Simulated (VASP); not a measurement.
# Ti9O16 (a cell with a defect) in VASP: notebook

The runs below take Ti9O16 (a cell with a defect) through single point, with PBE.

All numbers are computed with VASP 6.6.1; they aren't measurements. Logs are shortened: lines on timing, memory, paths and dates and some standing lists are left out, and cuts for length are marked.

## Step 1: The cell of the first run

The cell holds a defect, 25 atoms: a = 6.567 Å, b = 6.567 Å, c = 7.530 Å, α = 115.85°, β = 115.85°, γ = 90.00°.

## Step 2: Single point, PBE

INCAR reads:

```
SYSTEM = Ti9O16
PREC = Accurate
ENCUT = 520
EDIFF = 1E-7
ISMEAR = 0
SIGMA = 0.02
LREAL = Auto
LASPH = .TRUE.
NELM = 60
ALGO = Normal
ISIF = 2
LWAVE = .FALSE.
LCHARG = .FALSE.
GGA = PE
NELECT = 200.0
NBANDS = 120
```

KPOINTS reads:

```
Automatic mesh
0
G
  3 3 3
  0 0 0
```

POSCAR reads:

```
Ti9O16
1.0
   -4.6432750096      4.6432750096      0.0000000000
    4.6432750096      4.6432750096      0.0000000000
    0.0000000000     -4.6432750096     -5.9277640514
Ti O
9 16
Direct
    0.7229925619      0.7524909224      0.4842675881
    0.5507963330      0.5258109510     -0.0016424405
    0.2638861492      0.2291070332      0.4842642141
   -0.0498720376     -0.0301034475     -0.0016316439
    0.1218557666      0.6380812745      0.2597767028
    0.8654590740      0.3955691805      0.7326135053
    0.6405131625      0.1190357581      0.2597822698
    0.3697347049      0.8343709790      0.7326089504
    0.2360907383      0.2334477762      0.9695735104
    0.2269295053      0.5433419506      0.4920320672
   -0.0244884386      0.3050201511      0.0035205517
    0.7331110767      0.0600822353      0.5040551503
    0.4996180672      0.8052364070      0.0016316439
    0.4221494454      0.5857555205      0.2298011507
    0.1911391983      0.3546498666      0.7717685725
    0.9376497015      0.1088889686      0.2653764533
    0.6687235367      0.8439248759      0.7363553883
    0.2735497427      0.9413004130      0.5040421606
    0.0046092973      0.6937375513      0.0016407536
    0.7677154632      0.4460377687      0.4920477561
    0.5306362996      0.1958344633      0.0035301675
    0.8303180521      0.6538320593      0.2653575592
    0.5702537389      0.3897757362      0.7363746199
    0.3102733900      0.1413818214      0.2298070551
    0.0832503901      0.9144509957      0.7717505218
```

Potentials or basis: VASP PAW PBE potentials, release 64 (Ti_sv, O).

The run is started by

```
$ cat potpaw_PBE.64/Ti_sv/POTCAR potpaw_PBE.64/O/POTCAR > POTCAR
$ mpirun -np 1 vasp_std > vasp.out
```

OUTCAR:

```text
SYSTEM = Ti9O16
   PREC = Accurate
   ENCUT = 520
   EDIFF = 1E-7
   ISMEAR = 0
   LREAL = Auto
   LASPH = .TRUE.
   NELM = 60
   ISIF = 2
   GGA = PE
   NELECT = 200.0

 ion  position               nearest neighbor table
   1  0.723  0.752  0.484-  14 1.91  17 1.92  22 1.93  12 1.96  20 2.06  25 2.22   2 2.92
   2  0.551  0.526  0.998-  23 1.84  22 1.85  13 1.86  15 2.14  14 2.14  21 2.19   9 2.69   1 2.92

   3  0.264  0.229  0.484-  24 1.91  23 1.92  16 1.93  18 1.96  10 2.06  15 2.22   4 2.92
   4  0.950  0.970  0.998-  17 1.84  16 1.85  19 1.86  25 2.14  24 2.14  11 2.19   9 2.69   3 2.92
[... 11 lines left out ...]
  12  0.733  0.060  0.504-   7 1.88   1 1.96   6 1.99
  13  0.500  0.805  0.002-   2 1.86   8 1.92   7 1.95
  14  0.422  0.586  0.230-   1 1.91   5 2.09   2 2.14   9 2.15
  15  0.191  0.355  0.772-   9 1.89   6 2.06   2 2.14   3 2.22
  16  0.938  0.109  0.265-   4 1.85   3 1.93   7 1.93
  17  0.669  0.844  0.736-   4 1.84   1 1.92   8 1.95
  18  0.274  0.941  0.504-   5 1.88   3 1.96   8 1.99
  19  0.005  0.694  0.002-   4 1.86   6 1.92   5 1.95
  20  0.768  0.446  0.492-   6 1.82   7 1.95   1 2.06
  21  0.531  0.196  0.004-   9 1.87   7 2.03   2 2.19   8 2.19
  22  0.830  0.654  0.265-   2 1.85   1 1.93   5 1.93
  23  0.570  0.390  0.736-   2 1.84   3 1.92   6 1.95
  24  0.310  0.141  0.230-   3 1.91   7 2.09   4 2.14   9 2.15
  25  0.083  0.914  0.772-   9 1.89   8 2.06   4 2.14   1 2.22

  LATTYP: Found a body centered tetragonal cell.
 ALAT       =     6.5665824924
 C/A-ratio  =     1.8054335138

  Lattice vectors:

 A1 = (  -4.6432750096,   0.0000000000,   5.9277640514)
 A2 = (   4.6432750096,   0.0000000000,   5.9277640514)
 A3 = (   0.0000000000,   4.6432750096,  -5.9277640514)

Analysis of symmetry for initial positions (statically):
=====================================================================
 Subroutine PRICEL returns:
 Original cell was already a primitive cell.

 Routine SETGRP: Setting up the symmetry group for a
 body centered tetragonal supercell.

 Subroutine GETGRP returns: Found  1 space group operations
 (whereof  1 operations were pure point group operations)
 out of a pool of 16 trial point group operations.

The static configuration has the point symmetry C_1 .

Analysis of symmetry for dynamics (positions and initial velocities):
=====================================================================
 Subroutine PRICEL returns:
 Original cell was already a primitive cell.

 Routine SETGRP: Setting up the symmetry group for a
 body centered tetragonal supercell.

 Subroutine GETGRP returns: Found  1 space group operations
 (whereof  1 operations were pure point group operations)
 out of a pool of 16 trial point group operations.

The dynamic configuration has the point symmetry C_1 .

 Subroutine INISYM returns: Found  1 space group operations
 (whereof  1 operations are pure point group operations),
 and found     1 'primitive' translations

----------------------------------------------------------------------------------------

                                     Primitive cell

  volume of cell :     255.6052

  direct lattice vectors                    reciprocal lattice vectors
    -4.643275010  4.643275010  0.000000000    -0.107682616  0.107682616 -0.084348836
     4.643275010  4.643275010  0.000000000     0.107682616  0.107682616 -0.084348836
     0.000000000 -4.643275010 -5.927764051     0.000000000  0.000000000 -0.168697673

  length of vectors
     6.566582492  6.566582492  7.529833296     0.174085662  0.174085662  0.168697673

  position of ions in fractional coordinates (direct lattice)
     0.722992562  0.752490922  0.484267588
     0.550796333  0.525810951  0.998357560
     0.263886149  0.229107033  0.484264214
     0.950127962  0.969896553  0.998368356
     0.121855767  0.638081275  0.259776703
     0.865459074  0.395569180  0.732613505
[... 17 lines left out ...]
     0.310273390  0.141381821  0.229807055
     0.083250390  0.914450996  0.771750522

  ion indices of the primitive-cell ions
   primitive index   ion index
                 1           1
                 2           2
                 3           3
                 4           4
                 5           5
                 6           6
[... 17 lines left out ...]
                24          24
                25          25

----------------------------------------------------------------------------------------

 KPOINTS: Automatic mesh

Automatic generation of k-mesh.
 Grid dimensions read from file:
 generate k-points for:    3    3    3

 Generating k-lattice:

  Cartesian coordinates                     Fractional coordinates (reciprocal lattice)
    -0.035894205  0.035894205 -0.028116279     0.333333333  0.000000000  0.000000000
     0.035894205  0.035894205 -0.028116279     0.000000000  0.333333333  0.000000000
     0.000000000  0.000000000 -0.056232558     0.000000000  0.000000000  0.333333333

  Length of vectors
     0.058028554  0.058028554  0.056232558

  Shift w.r.t. Gamma in fractional coordinates (k-lattice)
     0.000000000  0.000000000  0.000000000

 Subroutine IBZKPT returns following result:
 ===========================================

 Found     14 irreducible k-points:

 Following reciprocal coordinates:
            Coordinates               Weight
  0.000000  0.000000  0.000000      1.000000
  0.333333  0.000000  0.000000      2.000000
  0.000000 -0.333333  0.333333      2.000000
 -0.333333  0.000000  0.333333      2.000000
  0.000000  0.333333  0.000000      2.000000
  0.333333  0.333333  0.000000      2.000000
  0.333333 -0.333333  0.333333      2.000000
 -0.333333 -0.333333 -0.333333      2.000000
 -0.333333  0.333333  0.333333      2.000000
 -0.333333  0.333333  0.000000      2.000000
  0.333333  0.333333 -0.333333      2.000000
  0.000000  0.000000  0.333333      2.000000
  0.333333  0.000000  0.333333      2.000000
  0.000000 -0.333333 -0.333333      2.000000
   k-points           NKPTS =     14   k-points in BZ     NKDIM =     14   number of bands    NBANDS=    120
   number of dos      NEDOS =    301   number of ions     NIONS =     25
   total plane-waves  NPLWV = 140000
   dimension x,y,z NGX =    50 NGY =   50 NGZ =   56
   dimension x,y,z NGXF=   100 NGYF=  100 NGZF=  112
   ions per type =               9  16
   NGX,Y,Z   is equivalent  to a cutoff of  12.66, 12.66, 12.36 a.u.
   NGXF,Y,Z  is equivalent  to a cutoff of  25.32, 25.32, 24.73 a.u.
 SYSTEM =  Ti9O16
   PREC   = accura    normal or accurate (medium, high low for compatibility)
   ISTART =      0    job   : 0-new  1-cont  2-samecut
   ICHARG =      2    charge: 1-file 2-atom 10-const
   ISPIN  =      1    spin polarized calculation?
   LNONCOLLINEAR =      F non collinear calculations
   LSORBIT =      F    spin-orbit coupling
   LASPH  =      T    aspherical Exc in radial PAW
   ENCUT  =  520.0 eV  38.22 Ry    6.18 a.u.  12.21 12.21 14.00*2*pi/ulx,y,z
   NELM   =     60;   NELMIN=  2; NELMDL= -5     # of ELM steps
   EDIFF  = 0.1E-06   stopping-criterion for ELM
   LREAL  =      T    real-space projection
   EDIFFG = 0.1E-05   stopping-criterion for IOM
   NSW    =      0    number of steps for IOM
   IBRION =     -1    ionic relax: 0-MD 1-quasi-New 2-CG
   NFREE  =      0    steps in history (QN), initial steepest desc. (CG)
   ISIF   =      2    stress and relaxation
   ISYM   =      2    0-nonsym 1-usesym 2-fastsym
   POTIM  = 0.5000    time-step for ionic-motion
   TEBEG  =    0.0;   TEEND  =   0.0 temperature during run
   PSTRESS=    0.0 pullay stress
   NELECT =     200.0000    total number of electrons
   NUPDOWN=      -1.0000    fix difference up-down
   EMIN   =  10.00;   EMAX   =-10.00  energy-range for DOS
   EFERMI =   0.00;   METHOD = LEGACY
   ISMEAR =     0;   SIGMA  =   0.02  broadening in eV -4-tet -1-fermi 0-gaus
   EFERMI_NEDOS =   21; number of points for ismear=-14 and -15
   IALGO  =     38    algorithm
   IMIX   =      4    mixing-type and parameters
     AMIX     =   0.40;   BMIX     =  1.00
     AMIX_MAG =   1.60;   BMIX_MAG =  1.00
  volume/ion in A,a.u.               =      10.22        69.00
  Fermi-wavevector in a.u.,A,eV,Ry     =   1.508557  2.850758 30.963361  2.275743
  Thomas-Fermi vector in A             =   2.618995
   LORBIT       =      0    0 simple, 1 ext, 2 COOP (PROOUT), +10 PAW based schemes
   GGA     = PE    functional components
   LHFCALC =     F    Hartree Fock is set to
   AEXX    =    0.0000 exact exchange contribution
   IVDW    =     0    specifies the selected vdW correction
   LEPSILON=     F    determine dielectric tensor
   LRPA    =     F    only Hartree local field effects (RPA)
 non-spin polarized calculation
 Gauss-broadening in eV      SIGMA  =   0.02
  energy-cutoff  :      520.00
  volume of cell :      255.61
 maximum number of plane-waves:      6906
 NGX is ok and might be reduce to    50
   NGX = 25   NGY = 25   NGZ = 27

 number of electron     200.0000009 magnetization

 Free energy of the ion-electron system (eV)
  ---------------------------------------------------
  ext. energy  EPLUGINS =         0.00000000
  ---------------------------------------------------
  free energy    TOTEN  =      -252.83619702 eV

  energy without entropy =     -252.83619702  energy(sigma->0) =     -252.83619702

 E-fermi :   4.8586     XC(G=0): -11.4326

 val. band max:        4.7172480263   @ k =   0.3333   0.3333  -0.3333
 cond. band min:       7.1035378756   @ k =   0.3333   0.3333   0.0000
 fundamental gap:      2.3862898493
 Fermi energy:         4.8585713598

 k-point     1 :       0.0000    0.0000    0.0000
  band No.  band energies     occupation
      1     -51.7540      2.00000
      2     -51.7525      2.00000
      3     -51.5882      2.00000
      4     -51.5836      2.00000
      5     -51.4938      2.00000
      6     -51.4891      2.00000
[... 1599 lines left out ...]
    111       8.1636      0.00000
    112       8.1976      0.00000
 [bands above 112 left out]

------------------------ aborting loop because EDIFF is reached ----------------------------------------

  FORCE on cell =-STRESS in cart. coord.  units (eV):
  Direction    XX          YY          ZZ          XY          YZ          ZX
  --------------------------------------------------------------------------------------
  -------------------------------------------------------------------------------------
  Total      -26.4614058    -35.0174526    -25.2160370     -1.6104564      0.0173704      0.0016851
  in kB     -165.8646278   -219.4953956   -158.0584424    -10.0946166      0.1088806      0.0105622
  external PRESSURE =    -181.1394886 kB  Pullay stress =       0.0000000 kB

 VOLUME and BASIS-vectors are now :
 -----------------------------------------------------------------------------
  energy-cutoff  :      520.00
  volume of cell :      255.61
      direct lattice vectors                 reciprocal lattice vectors
    -4.643275010  4.643275010  0.000000000    -0.107682616  0.107682616 -0.084348836
     4.643275010  4.643275010  0.000000000     0.107682616  0.107682616 -0.084348836
     0.000000000 -4.643275010 -5.927764051     0.000000000  0.000000000 -0.168697673

 POSITION                                       TOTAL-FORCE (eV/Angst)
 -----------------------------------------------------------------------------------
      0.13697      4.60249     -2.87062        -0.029003      0.013811     -0.035745
     -0.11601      0.36333     -5.91803        -0.013320     -0.098437      0.002788
     -0.16149      0.04053     -2.87060         0.026844     -0.010372     -0.045793
      0.09179      4.27950     -5.91809         0.013194      0.091402      0.011048
      2.39698      2.32238     -1.53990        -0.044299      0.003935      0.043488
     -2.18183      2.45357     -4.34276        -0.057147     -0.031894     -0.060802
[... 17 lines left out ...]
     -0.78421      1.03010     -1.36224        -0.014671      0.023859      0.029711
      3.85949      1.04915     -4.57475        -0.012471     -0.047816      0.048775
 -----------------------------------------------------------------------------------
    total drift:                               -0.009937     -0.001377      0.015443

  FREE ENERGIE OF THE ION-ELECTRON SYSTEM (eV)
  ---------------------------------------------------
  free  energy   TOTEN  =      -252.8361970159 eV

  energy  without entropy=     -252.8361970159  energy(sigma->0) =     -252.83619702
```

Wall time 19 min (1 thread of Intel Xeon Platinum 8259CL at 2.50GHz (Skylake/Cascade Lake), shared host); peak memory 0.5 GiB.

What came out:

| Property | Result |
| --- | --- |
| Free energy | -252.8362 eV |
| Largest force | 0.104 eV/Å |

Forces in eV/Å, atoms in the order of the input:
```
Ti  -0.029  0.014 -0.036
Ti  -0.013 -0.098  0.003
Ti   0.027 -0.010 -0.046
Ti   0.013  0.091  0.011
Ti  -0.044  0.004  0.043
Ti  -0.057 -0.032 -0.061
Ti   0.040 -0.001  0.037
Ti   0.062  0.032 -0.055
Ti  -0.005 -0.001 -0.049
O   -0.057 -0.070  0.051
O    0.049 -0.056  0.005
O   -0.018 -0.025 -0.034
O    0.028  0.005 -0.013
O    0.016 -0.024  0.031
O    0.018  0.049  0.049
O    0.022 -0.030 -0.048
O    0.021 -0.032  0.037
O    0.016  0.028 -0.034
O   -0.024 -0.005 -0.015
O    0.051  0.067  0.052
O   -0.048  0.058  0.004
O   -0.019  0.032 -0.048
O   -0.021  0.029  0.036
O   -0.015  0.024  0.030
O   -0.012 -0.048  0.049
```

Caveat: the cell carries a net charge on a neutralising background, which shifts energy and pressure; the cell is charged against a uniform background, so pressure and absolute levels hang on convention.

## Step 3: Single point, PBE

INCAR: that of step 2 with these lines changed.

```diff
@@ -3,3 +3,3 @@
 ENCUT = 520
-EDIFF = 1E-7
+EDIFF = 1E-6
 ISMEAR = 0
@@ -8,3 +8,3 @@
 LASPH = .TRUE.
-NELM = 60
+NELM = 100
 ALGO = Normal
```

KPOINTS is that of step 2.

POSCAR reads:

```
Ti9O16
1.0
   -4.6432750096      4.6432750096      0.0000000000
    4.6432750096      4.6432750096      0.0000000000
    0.0000000000     -4.6432750096     -5.9277640514
Ti O
9 16
Direct
    0.7371057390      0.7636324900      0.4924150109
    0.5646445931      0.5286312190      0.0167192889
    0.2579311056      0.2278751646      0.4924190596
   -0.0452961857     -0.0128176011      0.0167228316
    0.1435688011      0.6369287669      0.2576543173
    0.8511127321      0.4117838111      0.7315827625
    0.6167083370      0.1198129356      0.2576566791
    0.3830951628      0.8188933863      0.7315824251
    0.2065812210      0.2048147954      0.9105396155
    0.2433323410      0.5360143375      0.4840314114
   -0.0127037657      0.3022952375      0.0001612750
    0.7412010615      0.0681110564      0.5097694466
    0.5124502252      0.8064855768      0.0048854846
    0.4285056122      0.6037666075      0.2261577870
    0.1782727697      0.3643207635      0.7542859266
    0.9314685453      0.1233018973      0.2717989424
    0.6768627702      0.8552715438      0.7417144073
    0.2711911952      0.9407524410      0.5097687718
   -0.0049445939      0.6974906471      0.0048861594
    0.7433220725      0.4471108859      0.4840309053
    0.5154894571      0.1969582486      0.0001614437
    0.8429533972      0.6475899957      0.2717984363
    0.5674751256      0.3855347929      0.7417127203
    0.3002785205      0.1214851046      0.2261587992
    0.0786364195      0.8890603104      0.7542874448
```

Potentials or basis: VASP PAW PBE potentials, release 64 (Ti_sv, O).

The run is started by

```
$ cat potpaw_PBE.64/Ti_sv/POTCAR potpaw_PBE.64/O/POTCAR > POTCAR
$ mpirun -np 1 vasp_std > vasp.out
```

It took 18 min on 1 thread of Intel Xeon Platinum 8488C (Sapphire Rapids), shared host; peak memory 0.52 GiB.

Results (log left out):

```yaml
Free_energy: -252.7165 eV
Largest_force: 0.230 eV/Å
```

Forces on the atoms (eV/Å):
```
Ti  -0.028 -0.002 -0.026
Ti   0.018 -0.080  0.052
Ti   0.026  0.005 -0.022
Ti  -0.010  0.076  0.053
Ti  -0.009 -0.027  0.017
Ti  -0.108 -0.029 -0.070
Ti   0.017  0.025  0.022
Ti   0.109  0.033 -0.072
Ti  -0.003 -0.004 -0.230
O   -0.027 -0.093  0.060
O    0.136 -0.099 -0.012
O    0.016 -0.067  0.016
O    0.023 -0.021 -0.006
O   -0.051 -0.089  0.062
O   -0.019  0.013  0.026
O    0.033 -0.079 -0.065
O    0.007 -0.021  0.059
O   -0.020  0.066  0.017
O   -0.027  0.022 -0.009
O    0.032  0.092  0.062
O   -0.137  0.098 -0.016
O   -0.033  0.079 -0.065
O   -0.011  0.025  0.057
O    0.046  0.088  0.063
O    0.020 -0.014  0.026
```

Levels at points of the mesh, in eV from the Fermi level:
| k point | band 96 | band 97 | band 98 | band 99 | band 100 | band 101 | band 102 | band 103 | band 104 | band 105 |
| --- | --- | --- | --- | --- | --- | --- | --- | --- | --- | --- |
| (0.00, 0.00, 0.00) | -1.32 | -0.89 | -0.82 | -0.78 | -0.18 | 2.17 | 2.26 | 2.46 | 2.58 | 2.64 |

Caveat: the cell carries a net charge on a neutralising background, which shifts energy and pressure; the cell is charged against a uniform background, so pressure and absolute levels hang on convention.
